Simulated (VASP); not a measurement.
# Si (P-1) in VASP: further runs

Si is run at these levels: r2SCAN; tasks: single point.

All numbers are computed with VASP 6.6.1; they aren't measurements. Logs are shortened: lines on timing, memory, paths and dates and some standing lists are left out, and cuts for length are marked.

### 1 The cell of the first run

The typed cell holds 1 atom: a = 2.662 Å, b = 2.654 Å, c = 2.683 Å, α = 104.78°, β = 104.66°, γ = 119.17°.

### 2 Single point, r2SCAN

POSCAR

```
Si
1.0
   -1.6203000000      1.6243600000      1.3494200000
    1.6168700000     -1.6216200000      1.3418100000
    1.6401100000      1.6414300000     -1.3460400000
Si
1
Direct
    0.0000000000      0.0000000000      0.0000000000
```

INCAR.step1

```
PREC = Accurate
ENCUT = 550
ISMEAR = 0
SIGMA = 0.15
LREAL = F
LASPH = T
NELM = 120
NBANDS = 8
GGA = PE
ALGO = Normal
EDIFF = 1E-5
LWAVE = T
LCHARG = F
GGA_COMPAT = F
```

INCAR.step2

```
PREC = Accurate
ENCUT = 550
EDIFF = 1E-6
ISMEAR = 0
SIGMA = 0.15
LREAL = F
LASPH = T
NELM = 120
ALGO = Normal
ISIF = 2
LWAVE = F
LCHARG = T
METAGGA = R2SCAN
LMIXTAU = T
LELF = T
LVHAR = T
NBANDS = 8
ISTART = 1
GGA_COMPAT = F
```

KPOINTS

```
Automatic mesh
0
Gamma
  9 9 8
```

Potentials or basis: VASP PAW PBE potentials, release 64 (Si).

The run is started by

```bash
cat potpaw_PBE.64/Si/POTCAR > POTCAR
cp INCAR.step1 INCAR
mpirun -np 1 vasp_std > vasp.out
cp INCAR.step2 INCAR
mpirun -np 1 vasp_std > vasp.out
```

OUTCAR:

```text
PREC = Accurate
   ENCUT = 550
   EDIFF = 1E-6
   ISMEAR = 0
   LREAL = F
   LASPH = T
   NELM = 120
   ISIF = 2
   METAGGA = R2SCAN
   ISTART = 1

 ion  position               nearest neighbor table
   1  0.000  0.000  0.000-

  LATTYP: Found a triclinic cell.
 ALAT       =     2.6617384988
 B/A-ratio  =     1.2269619397
 C/A-ratio  =     1.0110811343
 COS(alpha) =     0.0020453209
 COS(beta)  =     0.5083658990
 COS(gamma) =     0.6070834601

  Lattice vectors:

 A1 = (   1.6203000000,  -1.6243600000,  -1.3494200000)
 A2 = (  -0.0198100000,  -3.2657900000,  -0.0033800000)
 A3 = (   0.0034300000,  -0.0027400000,  -2.6912300000)

Analysis of symmetry for initial positions (statically):
=====================================================================
 Subroutine PRICEL returns:
 Original cell was already a primitive cell.

 Routine SETGRP: Setting up the symmetry group for a
 triclinic supercell.

 Subroutine GETGRP returns: Found  2 space group operations
 (whereof  2 operations were pure point group operations)
 out of a pool of  2 trial point group operations.

The static configuration has the point symmetry S_2 .

Analysis of symmetry for dynamics (positions and initial velocities):
=====================================================================
 Subroutine PRICEL returns:
 Original cell was already a primitive cell.

 Routine SETGRP: Setting up the symmetry group for a
 triclinic supercell.

 Subroutine GETGRP returns: Found  2 space group operations
 (whereof  2 operations were pure point group operations)
 out of a pool of  2 trial point group operations.

The dynamic configuration has the point symmetry S_2 .

 Subroutine INISYM returns: Found  2 space group operations
 (whereof  2 operations are pure point group operations),
 and found     1 'primitive' translations

----------------------------------------------------------------------------------------

                                     Primitive cell

  volume of cell :      14.3122

  direct lattice vectors                    reciprocal lattice vectors
    -1.620300000  1.624360000  1.349420000    -0.001377970  0.305828735  0.371264181
     1.616870000 -1.621620000  1.341810000     0.307529681 -0.002250428  0.371971549
     1.640110000  1.641430000 -1.346040000     0.305181823  0.304353336  0.000079089

  length of vectors
     2.661738499  2.654123979  2.682550454     0.481009570  0.482641070  0.431006850

  position of ions in fractional coordinates (direct lattice)
     0.000000000  0.000000000  0.000000000

  ion indices of the primitive-cell ions
   primitive index   ion index
                 1           1

----------------------------------------------------------------------------------------

 KPOINTS: Automatic mesh

Automatic generation of k-mesh.
 Grid dimensions read from file:
 generate k-points for:    9    9    8

 Generating k-lattice:

  Cartesian coordinates                     Fractional coordinates (reciprocal lattice)
    -0.000153108  0.033980971  0.041251576     0.111111111 -0.000000000  0.000000000
     0.034169965 -0.000250048  0.041330172    -0.000000000  0.111111111  0.000000000
     0.038147728  0.038044167  0.000009886     0.000000000 -0.000000000  0.125000000

  Length of vectors
     0.053445508  0.053626786  0.053875856

  Shift w.r.t. Gamma in fractional coordinates (k-lattice)
     0.000000000  0.000000000  0.000000000

 Subroutine IBZKPT returns following result:
 ===========================================

 Found    325 irreducible k-points:

 Following reciprocal coordinates:
            Coordinates               Weight
  0.000000  0.000000  0.000000      1.000000
  0.111111  0.000000  0.000000      2.000000
  0.222222  0.000000  0.000000      2.000000
  0.333333  0.000000  0.000000      2.000000
  0.444444  0.000000  0.000000      2.000000
 -0.000000  0.111111  0.000000      2.000000
[... 16 lines left out ...]
 -0.111111  0.222222  0.000000      2.000000
  0.000000  0.333333  0.000000      2.000000
 [... further k-points ...]
   k-points           NKPTS =    325   k-points in BZ     NKDIM =    325   number of bands    NBANDS=      8
   number of dos      NEDOS =    301   number of ions     NIONS =      1
   total plane-waves  NPLWV =   9600
   dimension x,y,z NGX =    20 NGY =   20 NGZ =   24
   dimension x,y,z NGXF=    40 NGYF=   40 NGZF=   48
   ions per type =               1
   NGX,Y,Z   is equivalent  to a cutoff of  12.49, 12.53, 14.87 a.u.
   NGXF,Y,Z  is equivalent  to a cutoff of  24.98, 25.05, 29.75 a.u.
 SYSTEM =  unknown system
   PREC   = accura    normal or accurate (medium, high low for compatibility)
   ISTART =      1    job   : 0-new  1-cont  2-samecut
   ICHARG =      0    charge: 1-file 2-atom 10-const
   ISPIN  =      1    spin polarized calculation?
   LNONCOLLINEAR =      F non collinear calculations
   LSORBIT =      F    spin-orbit coupling
   LASPH  =      T    aspherical Exc in radial PAW
   ENCUT  =  550.0 eV  40.42 Ry    6.36 a.u.   5.09  5.08  5.13*2*pi/ulx,y,z
   NELM   =    120;   NELMIN=  2; NELMDL=  0     # of ELM steps
   EDIFF  = 0.1E-05   stopping-criterion for ELM
   LREAL  =      F    real-space projection
   EDIFFG = 0.1E-04   stopping-criterion for IOM
   NSW    =      0    number of steps for IOM
   IBRION =     -1    ionic relax: 0-MD 1-quasi-New 2-CG
   NFREE  =      0    steps in history (QN), initial steepest desc. (CG)
   ISIF   =      2    stress and relaxation
   ISYM   =      2    0-nonsym 1-usesym 2-fastsym
   POTIM  = 0.5000    time-step for ionic-motion
   TEBEG  =    0.0;   TEEND  =   0.0 temperature during run
   PSTRESS=    0.0 pullay stress
   NELECT =       4.0000    total number of electrons
   NUPDOWN=      -1.0000    fix difference up-down
   EMIN   =  10.00;   EMAX   =-10.00  energy-range for DOS
   EFERMI =   0.00;   METHOD = LEGACY
   ISMEAR =     0;   SIGMA  =   0.15  broadening in eV -4-tet -1-fermi 0-gaus
   EFERMI_NEDOS =   21; number of points for ismear=-14 and -15
   IALGO  =     38    algorithm
   IMIX   =      4    mixing-type and parameters
     AMIX     =   0.40;   BMIX     =  1.00
     AMIX_MAG =   1.60;   BMIX_MAG =  1.00
  volume/ion in A,a.u.               =      14.31        96.58
  Fermi-wavevector in a.u.,A,eV,Ry     =   1.070350  2.022668 15.587505  1.145649
  Thomas-Fermi vector in A             =   2.206057
   LORBIT       =      0    0 simple, 1 ext, 2 COOP (PROOUT), +10 PAW based schemes
   METAGGA = R2SCAN    functional components
   LHFCALC =     F    Hartree Fock is set to
   AEXX    =    0.0000 exact exchange contribution
   IVDW    =     0    specifies the selected vdW correction
   LEPSILON=     F    determine dielectric tensor
   LRPA    =     F    only Hartree local field effects (RPA)
 non-spin polarized calculation
 Gauss-broadening in eV      SIGMA  =   0.15
  energy-cutoff  :      550.00
  volume of cell :       14.31
 maximum number of plane-waves:       428
   NGX = 11   NGY = 11   NGZ = 11

 number of electron       4.0000000 magnetization

 Free energy of the ion-electron system (eV)
  ---------------------------------------------------
  ext. energy  EPLUGINS =         0.00000000
  ---------------------------------------------------
  free energy    TOTEN  =        -8.09773184 eV

  energy without entropy =       -8.09185678  energy(sigma->0) =       -8.09479431

 E-fermi :  10.1896     XC(G=0): -11.9951

 val. band max:       10.1841218674   @ k =  -0.4444   0.1111   0.2500
 cond. band min:      10.1940913097   @ k =  -0.2222   0.4444   0.1250
 fundamental gap:      0.0099694422
 Fermi energy:        10.1895570442

 k-point     1 :       0.0000    0.0000    0.0000
  band No.  band energies     occupation
      1      -5.1248      2.00000
      2      20.5688      0.00000
      3      20.8313      0.00000
      4      21.4183      0.00000
      5      24.3791      0.00000
      6      24.6980      0.00000
      7      25.9106      0.00000
      8      26.1440      0.00000

 k-point     2 :       0.1111    0.0000    0.0000
  band No.  band energies     occupation
      1      -4.6838      2.00000
      2      18.3924      0.00000
      3      20.1055      0.00000
      4      20.8494      0.00000
      5      22.7325      0.00000
      6      25.1615      0.00000
      7      25.3633      0.00000
      8      26.7064      0.00000

 k-point     3 :       0.2222    0.0000    0.0000
  band No.  band energies     occupation
      1      -3.3659      2.00000
      2      15.3700      0.00000
      3      16.6935      0.00000
      4      18.8335      0.00000
      5      20.5583      0.00000
      6      23.3012      0.00000
      7      28.5492      0.00000
      8      28.6223      0.00000

 k-point     4 :       0.3333    0.0000    0.0000
  band No.  band energies     occupation
      1      -1.1870      2.00000
      2      10.2085      0.85825
      3      15.7251      0.00000
      4      17.9025      0.00000
      5      18.4270      0.00000
      6      21.4838      0.00000
      7      28.9650      0.00000
      8      33.0701      0.00000

 k-point     5 :       0.4444    0.0000    0.0000
  band No.  band energies     occupation
      1       1.8224      2.00000
      2       5.6611      2.00000
      3      15.3944      0.00000
      4      17.1705      0.00000
      5      17.4939      0.00000
      6      20.4286      0.00000
      7      29.9243      0.00000
      8      33.5140      0.00000

 k-point     6 :      -0.0000    0.1111    0.0000
  band No.  band energies     occupation
      1      -4.6808      2.00000
      2      18.3685      0.00000
      3      20.0896      0.00000
      4      20.9526      0.00000
      5      22.7216      0.00000
      6      25.1636      0.00000
      7      25.3049      0.00000
      8      26.6801      0.00000

 k-point     7 :       0.1111    0.1111    0.0000
  band No.  band energies     occupation
      1      -3.7195      2.00000
      2      16.9972      0.00000
      3      17.4963      0.00000
      4      18.2270      0.00000
      5      22.5501      0.00000
      6      23.5405      0.00000
      7      25.7978      0.00000
      8      26.5567      0.00000

 k-point     8 :       0.2222    0.1111    0.0000
  band No.  band energies     occupation
      1      -1.8907      2.00000
      2      12.4635      0.00000
      3      15.4974      0.00000
      4      15.9634      0.00000
      5      21.4047      0.00000
      6      23.0802      0.00000
      7      26.1189      0.00000
      8      28.9081      0.00000

 k-point     9 :       0.3333    0.1111    0.0000
  band No.  band energies     occupation
      1       0.7829      2.00000
      2       7.6843      2.00000
      3      13.7372      0.00000
      4      15.5272      0.00000
      5      20.0951      0.00000
      6      22.5989      0.00000
      7      26.9365      0.00000
      8      33.5841      0.00000

 k-point    10 :       0.4444    0.1111    0.0000
  band No.  band energies     occupation
      1       3.5071      2.00000
      2       4.3407      2.00000
      3      12.7414      0.00000
      4      15.8453      0.00000
      5      19.2789      0.00000
      6      22.9476      0.00000
      7      28.5227      0.00000
      8      35.3281      0.00000
[... 78 lines left out ...]
 k-point    18 :       0.3333    0.2222    0.0000
  band No.  band energies     occupation
      1       3.5755      2.00000
      2       5.9637      2.00000
      3       9.2161      2.00000
      4      15.3768      0.00000
      5      21.2429      0.00000
      6      24.2728      0.00000
      7      28.5011      0.00000
      8      33.4187      0.00000

 k-point    19 :       0.4444    0.2222    0.0000
  band No.  band energies     occupation
      1       2.3064      2.00000
      2       7.5152      2.00000
      3       8.6858      2.00000
      4      16.2126      0.00000
      5      20.8775      0.00000
      6      26.0831      0.00000
      7      29.3946      0.00000
      8      32.6289      0.00000

 k-point    20 :      -0.4444    0.2222   -0.0000
  band No.  band energies     occupation
      1      -0.5284      2.00000
      2       8.9073      2.00000
      3      12.2103      0.00000
      4      17.7571      0.00000
      5      21.2253      0.00000
      6      28.1384      0.00000
      7      28.8036      0.00000
      8      30.4079      0.00000

 k-point    21 :      -0.3333    0.2222   -0.0000
  band No.  band energies     occupation
      1      -2.5346      2.00000
      2      10.0147      1.90086
      3      17.3041      0.00000
      4      19.8877      0.00000
      5      22.3580      0.00000
      6      25.4114      0.00000
      7      28.0063      0.00000
      8      29.5841      0.00000

 k-point    22 :      -0.2222    0.2222    0.0000
  band No.  band energies     occupation
      1      -3.6821      2.00000
      2      11.9068      0.00000
      3      21.1559      0.00000
      4      21.5856      0.00000
      5      23.1348      0.00000
      6      23.8916      0.00000
      7      26.0347      0.00000
      8      27.3894      0.00000

 k-point    23 :      -0.1111    0.2222    0.0000
  band No.  band energies     occupation
      1      -3.9565      2.00000
      2      14.4842      0.00000
      3      18.9041      0.00000
      4      19.7653      0.00000
      5      22.6695      0.00000
      6      25.4563      0.00000
      7      26.6913      0.00000
      8      29.0265      0.00000

 k-point    24 :       0.0000    0.3333    0.0000
  band No.  band energies     occupation
      1      -1.1607      2.00000
      2      10.3104      0.25464
      3      15.6575      0.00000
      4      17.8095      0.00000
      5      18.3618      0.00000
      6      21.3843      0.00000
      7      28.9569      0.00000
      8      33.1222      0.00000

 [... further k-points ...]
[... 5 lines left out ...]
  --------------------------------------------------------------------------------------
  -------------------------------------------------------------------------------------
  Total       -0.2325346     -0.2137039     -0.1599032     -0.3407295      0.1093817      0.1025607
  in kB      -26.0310174    -23.9230183    -17.9003213    -38.1428744     12.2447052     11.4811317
  external PRESSURE =     -22.6181190 kB  Pullay stress =       0.0000000 kB

 VOLUME and BASIS-vectors are now :
 -----------------------------------------------------------------------------
  energy-cutoff  :      550.00
  volume of cell :       14.31
      direct lattice vectors                 reciprocal lattice vectors
    -1.620300000  1.624360000  1.349420000    -0.001377970  0.305828735  0.371264181
     1.616870000 -1.621620000  1.341810000     0.307529681 -0.002250428  0.371971549
     1.640110000  1.641430000 -1.346040000     0.305181823  0.304353336  0.000079089

 POSITION                                       TOTAL-FORCE (eV/Angst)
 -----------------------------------------------------------------------------------
      0.00000      0.00000      0.00000         0.000000      0.000000      0.000000
 -----------------------------------------------------------------------------------
    total drift:                                0.000000      0.000000     -0.000000

  FREE ENERGIE OF THE ION-ELECTRON SYSTEM (eV)
  ---------------------------------------------------
  free  energy   TOTEN  =        -8.0977318436 eV

  energy  without entropy=       -8.0918567844  energy(sigma->0) =       -8.09479431
```

It took 50 s on 1 thread of Intel Xeon 6975P-C (Granite Rapids), shared host; peak memory 0.15 GiB.

Results:

```yaml
Free_energy: -8.0977 eV
Pressure: -2.3 GPa
Band_gap_on_the_k_mesh: zero (bands 2 and 3 overlap by 13.98 eV)
```

Stress tensor (GPa, compression positive):
```
-2.60 -3.81  1.15
-3.81 -2.39  1.22
 1.15  1.22 -1.79
```

Levels at points of the mesh, in eV from the Fermi level:
```
           k point  band 1  band 2  band 3  band 4  band 5  band 6
(0.00, 0.00, 0.00)  -15.31   10.38   10.64   11.23   14.19   14.51
(0.00, 0.00, 0.50)   -8.84   -7.65    9.40   11.81   12.34   12.56
```

Caveat: the PAW data sets were made with another functional, which shifts forces and pressure a little.

[end of part 1 of 2]
